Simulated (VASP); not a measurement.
Sn: relaxation of cell and atoms with PBEsol

The system is Sn.

```
CELL_PARAMETERS angstrom
0.00000 3.23334 3.23334
3.23334 0.00000 3.23334
3.23334 3.23334 0.00000
ATOMIC_POSITIONS crystal
Sn 0.75000 0.75000 0.75000
Sn 0.50000 0.50000 0.50000
```

```json
{"Program": "VASP 6.6.1", "Task": "relaxation of cell and atoms", "Functional": "PBEsol", "Potentials or basis": "VASP PAW PBE potentials, release 64 (Sn_d)", "Cutoff": "600 eV", "k mesh": "7 × 7 × 7", "Occupations": "fermi-dirac, width 0.05 eV", "Spin": "no spin polarisation", "Target pressure": "30 GPa", "Dipole correction": "no", "Further INCAR settings": "ALGO = Normal; EDIFF = 1e-06; IBRION = 2; EDIFFG = -0.01; NSW = 80; ISIF = 3"}
```

* Relaxed volume: 25.18 Å³/atom
* Relaxed cell: a = 4.145 Å, b = 4.145 Å, c = 4.145 Å, α = 60.00°, β = 60.00°, γ = 60.00°
* Space group after relaxing (to 0.05 Å): Fd-3m (No. 227)
* Energy change on relaxing (the enthalpy is what falls): +663.3 meV/atom
* Ionic steps: 18
* Pressure after relaxing: 30.0 GPa
* Band gap on the k mesh: zero (band 14 reaches 9.46 eV, above the bottom of band 15 at 9.44 eV)

The path:
| step | energy change (eV) | largest force (eV/Å) | pressure (GPa) | volume (Å³) |
| --- | --- | --- | --- | --- |
| 1 | 0.0000 | 0.0000 | 1.52 | 67.61 |
| 2 | 28.0365 | 0.0000 | 525.53 | 24.21 |
| 3 | 0.7601 | 0.0000 | 19.93 | 54.03 |
| 4 | 0.9839 | 0.0000 | 24.02 | 52.40 |
| 5 | 1.3398 | 0.0000 | 30.24 | 50.29 |
| 6 | 1.2816 | 0.0000 | 29.26 | 50.60 |
| 7 | 1.2842 | 0.0000 | 29.29 | 50.59 |
| 8 | 1.2921 | 0.0000 | 29.43 | 50.55 |
| 9 | 1.2923 | 0.0000 | 29.44 | 50.55 |
| 10 | 1.2926 | 0.0000 | 29.42 | 50.54 |
| 11 | 1.2932 | 0.0000 | 29.48 | 50.54 |
| 12 | 1.2945 | 0.0000 | 29.49 | 50.53 |
| 13 | 1.2971 | 0.0000 | 29.51 | 50.52 |
| 14 | 1.3023 | 0.0000 | 29.60 | 50.49 |
| 15 | 1.3127 | 0.0000 | 29.82 | 50.44 |
| 16 | 1.3337 | 0.0000 | 30.21 | 50.32 |
| 17 | 1.3224 | 0.0000 | 29.94 | 50.38 |
| 18 | 1.3266 | 0.0000 | 30.02 | 50.36 |

Final structure:
```cif
data_structure
_symmetry_space_group_name_H-M 'P 1'
_symmetry_Int_Tables_number 1
_cell_length_a 4.1451
_cell_length_b 4.1451
_cell_length_c 4.1451
_cell_angle_alpha 60.000
_cell_angle_beta 60.000
_cell_angle_gamma 60.000
_cell_volume 50.36
loop_
_atom_site_label
_atom_site_type_symbol
_atom_site_fract_x
_atom_site_fract_y
_atom_site_fract_z
_atom_site_occupancy
Sn1 Sn 0.75000 0.75000 0.75000 1
Sn2 Sn 0.50000 0.50000 0.50000 1
```

Levels at points of the mesh, in eV from the Fermi level:
```csv
k point,band 10,band 11,band 12,band 13,band 14,band 15,band 16,band 17,band 18
"(0.00, 0.00, 0.00)",-21.80,-13.18,0.05,0.05,0.05,1.53,2.03,2.03,2.03
```

It took 5.6 min on 1 thread of Intel Xeon 6975P-C (shared host), peak memory 0.26 GiB.

Caveat: the cell is relaxed towards a set pressure, so the enthalpy falls and the energy may rise; the volume moved by over 15 % at a fixed basis, so the end points are rough; the PAW data sets were made with another functional, which shifts forces and pressure a little; spin-orbit coupling is left out, which moves the levels of the heavy elements.
